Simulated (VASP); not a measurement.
# SiC (Cm) in VASP: single point with r2SCAN

Aim: the single point of SiC with r2SCAN.

Program: VASP 6.6.1. These are calculated values, not measurements. Logs are shortened: lines on timing, memory, paths and dates and some standing lists are left out, and cuts for length are marked.

### 1 The cell of the first run

It takes space group Cm (No. 8, monoclinic). The conventional cell has a = 5.326 Å, b = 3.075 Å, c = 10.442 Å, α = 90.00°, β = 104.78°, γ = 90.00°. Within 2.5 Å of Si (site symmetry m) lie 5 C at 1.88 to 2.44 Å. Within 2.5 Å of Si (site symmetry m) lie 4 C at 1.88 to 1.90 Å. Within 2.5 Å of Si (site symmetry m) lie 4 C at 1.88 to 1.90 Å. Within 2.5 Å of Si (site symmetry m) lie 4 C at 1.88 to 1.90 Å. C (site symmetry m) has 5 Si at 1.88 to 2.44 Å within 2.5 Å. C (site symmetry m) has 4 Si at 1.88 to 1.90 Å within 2.5 Å. Within 2.5 Å of C (site symmetry m) lie 4 Si at 1.88 to 1.90 Å. C (site symmetry m) has 4 Si at 1.88 to 1.90 Å within 2.5 Å.

### 2 Single point, r2SCAN (the part above a cut slid along it)

Contents of POSCAR:

```
SiC
1.0
   -3.0751950066      0.0000000000      0.0000000000
   -1.5375975033     -2.6631969973      0.0000000000
   -1.5375975033      0.0000000000     10.0963337124
Si C
4 4
Direct
   -0.1196923873      0.3333333333      0.9060514413
    0.1303076127      0.3333333333      0.4060514413
    0.5886409460      0.6666666667      0.1560514413
    0.3386409460      0.6666666667      0.6560514413
    0.2863590540      0.3333333333      0.0939485587
    0.0363590540      0.3333333333      0.5939485587
    0.4946923873      0.6666666667      0.3439485587
    0.2446923873      0.6666666667      0.8439485587
```

Contents of INCAR.step1:

```
ALGO     = Normal         # electronic algorithm
EDIFF    = 1E-4           # SCF threshold, eV
ENCUT    = 520            # plane-wave cutoff, eV
GGA      = PE             # functional
ISMEAR   = 0              # smearing method
ISYM     = 0            
LASPH    = True           # aspherical terms in the spheres
LCHARG   = False          # write CHGCAR
LREAL    = False          # projectors in reciprocal space
LWAVE    = True           # write WAVECAR
NBANDS   = 26             # bands
NELM     = 100            # most SCF steps
PREC     = Accurate       # precision mode
SIGMA    = 0.05           # smearing width, eV
```

Contents of INCAR.step2:

```
ALGO     = Normal         # electronic algorithm
EDIFF    = 1E-6           # SCF threshold, eV
ENCUT    = 520            # plane-wave cutoff, eV
ISIF     = 2              # what is computed and relaxed
ISMEAR   = 0              # smearing method
ISTART   = 1            
ISYM     = 0            
LASPH    = True           # aspherical terms in the spheres
LCHARG   = False          # write CHGCAR
LMIXTAU  = True         
LREAL    = False          # projectors in reciprocal space
LWAVE    = False          # write WAVECAR
METAGGA  = R2SCAN         # meta-GGA
NBANDS   = 26             # bands
NELM     = 100            # most SCF steps
PREC     = Accurate       # precision mode
SIGMA    = 0.05           # smearing width, eV
```

Contents of KPOINTS:

```
k-points
0
Gamma
  8 8 3
```

Potentials or basis: VASP PAW PBE potentials, release 64 (Si, C).

Started as:

```sh
$ cat potpaw_PBE.64/Si/POTCAR potpaw_PBE.64/C/POTCAR > POTCAR
$ cp INCAR.step1 INCAR
$ mpirun -np 1 vasp_std > vasp.out
$ cp INCAR.step2 INCAR
$ mpirun -np 1 vasp_std > vasp.out
```

OUTCAR:

```text
EDIFF = 1E-6
   ENCUT = 520
   ISIF = 2
   ISMEAR = 0
   ISTART = 1
   ISYM = 0
   LASPH = True
   LREAL = False
   METAGGA = R2SCAN
   NELM = 100
   PREC = Accurate

 ion  position               nearest neighbor table
   1  0.880  0.333  0.906-   8 1.88   8 1.88   8 1.88   5 2.44   5 2.44   3 2.68   4 3.09   4 3.09
                             4 3.09
   2  0.130  0.333  0.406-   7 1.88   7 1.88   7 1.88   6 1.90   3 3.09   4 3.09   3 3.09   3 3.09
                             4 3.09   4 3.09
   3  0.589  0.667  0.156-   5 1.88   5 1.88   5 1.88   7 1.90   1 2.68   2 3.09   2 3.09   2 3.09

   4  0.339  0.667  0.656-   6 1.88   6 1.88   6 1.88   8 1.90   2 3.09   1 3.09   1 3.09   2 3.09
                             1 3.09   2 3.09
   5  0.286  0.333  0.094-   3 1.88   3 1.88   3 1.88   1 2.44   1 2.44
   6  0.036  0.333  0.594-   4 1.88   4 1.88   4 1.88   2 1.90
   7  0.495  0.667  0.344-   2 1.88   2 1.88   2 1.88   3 1.90
   8  0.245  0.667  0.844-   1 1.88   1 1.88   1 1.88   4 1.90

IMPORTANT INFORMATION: All symmetrisations will be switched off!
NOSYMM: (Re-)initialisation of all symmetry stuff for point group C_1.

----------------------------------------------------------------------------------------

                                     Primitive cell

  volume of cell :      82.6875

  direct lattice vectors                    reciprocal lattice vectors
    -3.075195007  0.000000000  0.000000000    -0.325182630  0.187744279 -0.049522927
    -1.537597503 -2.663196997  0.000000000     0.000000000 -0.375488558  0.000000000
    -1.537597503  0.000000000 10.096333712     0.000000000  0.000000000  0.099045855

  length of vectors
     3.075195007  3.075195007 10.212745004     0.378740251  0.375488558  0.099045855

  position of ions in fractional coordinates (direct lattice)
     0.880307613  0.333333333  0.906051441
     0.130307613  0.333333333  0.406051441
     0.588640946  0.666666667  0.156051441
     0.338640946  0.666666667  0.656051441
     0.286359054  0.333333333  0.093948559
     0.036359054  0.333333333  0.593948559
     0.494692387  0.666666667  0.343948559
     0.244692387  0.666666667  0.843948559

  ion indices of the primitive-cell ions
   primitive index   ion index
                 1           1
                 2           2
                 3           3
                 4           4
                 5           5
                 6           6
                 7           7
                 8           8

----------------------------------------------------------------------------------------

 KPOINTS: k-points

Automatic generation of k-mesh.
[... 91 lines left out ...]
   NSW    =      0    number of steps for IOM
   IBRION =     -1    ionic relax: 0-MD 1-quasi-New 2-CG
   NFREE  =      0    steps in history (QN), initial steepest desc. (CG)
   ISIF   =      2    stress and relaxation
   ISYM   =      0    0-nonsym 1-usesym 2-fastsym
   POTIM  = 0.5000    time-step for ionic-motion
   TEBEG  =    0.0;   TEEND  =   0.0 temperature during run
   PSTRESS=    0.0 pullay stress
   NELECT =      32.0000    total number of electrons
   NUPDOWN=      -1.0000    fix difference up-down
   EMIN   =  10.00;   EMAX   =-10.00  energy-range for DOS
   EFERMI =   0.00;   METHOD = LEGACY
   ISMEAR =     0;   SIGMA  =   0.05  broadening in eV -4-tet -1-fermi 0-gaus
   EFERMI_NEDOS =   21; number of points for ismear=-14 and -15
   IALGO  =     38    algorithm
   IMIX   =      4    mixing-type and parameters
     AMIX     =   0.40;   BMIX     =  1.00
     AMIX_MAG =   1.60;   BMIX_MAG =  1.00
  volume/ion in A,a.u.               =      10.34        69.75
  Fermi-wavevector in a.u.,A,eV,Ry     =   1.193012  2.254466 19.364879  1.423278
  Thomas-Fermi vector in A             =   2.329037
   LORBIT       =      0    0 simple, 1 ext, 2 COOP (PROOUT), +10 PAW based schemes
   METAGGA = R2SCAN    functional components
   LHFCALC =     F    Hartree Fock is set to
   AEXX    =    0.0000 exact exchange contribution
   IVDW    =     0    specifies the selected vdW correction
   LEPSILON=     F    determine dielectric tensor
   LRPA    =     F    only Hartree local field effects (RPA)
 non-spin polarized calculation
 Gauss-broadening in eV      SIGMA  =   0.05
  energy-cutoff  :      520.00
  volume of cell :       82.69
 maximum number of plane-waves:      2239
   NGX = 11   NGY = 11   NGZ = 37

 number of electron      32.0000001 magnetization

 Free energy of the ion-electron system (eV)
  ---------------------------------------------------
  ext. energy  EPLUGINS =         0.00000000
  ---------------------------------------------------
  free energy    TOTEN  =       -75.04837954 eV

  energy without entropy =      -75.04837954  energy(sigma->0) =      -75.04837954

 E-fermi :   8.8713     XC(G=0): -11.9859

 val. band max:        8.6129289091   @ k =   0.1250  -0.0000  -0.0000
 cond. band min:       9.3270142500   @ k =   0.5000   0.5000  -0.0000
 fundamental gap:      0.7140853409
 Fermi energy:         8.8712846338

 k-point     1 :       0.0000    0.0000    0.0000
  band No.  band energies     occupation
      1      -8.1774      2.00000
      2      -6.9690      2.00000
      3      -6.8904      2.00000
      4      -4.5392      2.00000
      5      -0.7088      2.00000
      6       3.4970      2.00000
[... 685 lines left out ...]
     25      17.3695      0.00000
     26      17.7119      0.00000

 [... further k-points ...]
[... 5 lines left out ...]
  --------------------------------------------------------------------------------------
  -------------------------------------------------------------------------------------
  Total       -5.6149999      0.5466954      2.3398461      0.0006934      3.1966395      0.0003425
  in kB     -108.7979430     10.5929356     45.3375680      0.0134352     61.9390579      0.0066361
  external PRESSURE =     -17.6224798 kB  Pullay stress =       0.0000000 kB

 VOLUME and BASIS-vectors are now :
 -----------------------------------------------------------------------------
  energy-cutoff  :      520.00
  volume of cell :       82.69
      direct lattice vectors                 reciprocal lattice vectors
    -3.075195007  0.000000000  0.000000000    -0.325182630  0.187744279 -0.049522927
    -1.537597503 -2.663196997  0.000000000     0.000000000 -0.375488558  0.000000000
    -1.537597503  0.000000000 10.096333712     0.000000000  0.000000000  0.099045855

 POSITION                                       TOTAL-FORCE (eV/Angst)
 -----------------------------------------------------------------------------------
     -4.61279     -0.88773      9.14780        -0.000186      0.314294      0.340516
     -1.53760     -0.88773      4.09963         0.000065     -0.035535     -0.198195
     -3.07520     -1.77546      1.57555        -0.000180     -0.490503      0.148959
     -3.07520     -1.77546      6.62371        -0.000164     -0.290859     -0.301442
     -1.53760     -0.88773      0.94854         0.000634      1.150970      0.234584
     -1.53760     -0.88773      5.99670         0.000269     -0.042408      0.116345
     -3.07520     -1.77546      3.47262        -0.000153      0.135957      0.279903
     -3.07520     -1.77546      8.52079        -0.000285     -0.741917     -0.620670
 -----------------------------------------------------------------------------------
    total drift:                                0.000253     -0.000048      0.000923

  FREE ENERGIE OF THE ION-ELECTRON SYSTEM (eV)
  ---------------------------------------------------
  free  energy   TOTEN  =       -75.0483795392 eV

  energy  without entropy=      -75.0483795392  energy(sigma->0) =      -75.04837954
```

Wall time 15 min (1 thread of Oxide Virtual Turin-like, shared host); peak memory 0.27 GiB.

What came out:

| Item | Value |
| --- | --- |
| Free energy | -75.0484 eV |
| Pressure | -1.8 GPa |
| Largest force | 1.175 eV/Å |
| Band gap on the k mesh | 0.71 eV (least direct gap 1.20 eV) |

Forces on the atoms (eV/Å):
```
Si   0.000  0.314  0.341
Si   0.000 -0.036 -0.198
Si   0.000 -0.491  0.149
Si   0.000 -0.291 -0.301
C    0.001  1.151  0.235
C    0.000 -0.042  0.116
C    0.000  0.136  0.280
C    0.000 -0.742 -0.621
```

Caveat: the cell differs from its parent crystal (the part above a cut slid along it); the stress differs along the axes, from -11 to 5 GPa; semilocal functionals underestimate gaps, and a narrow one can read as zero; the PAW data sets were made with another functional, which shifts forces and pressure a little. A k mesh can miss the band edges.
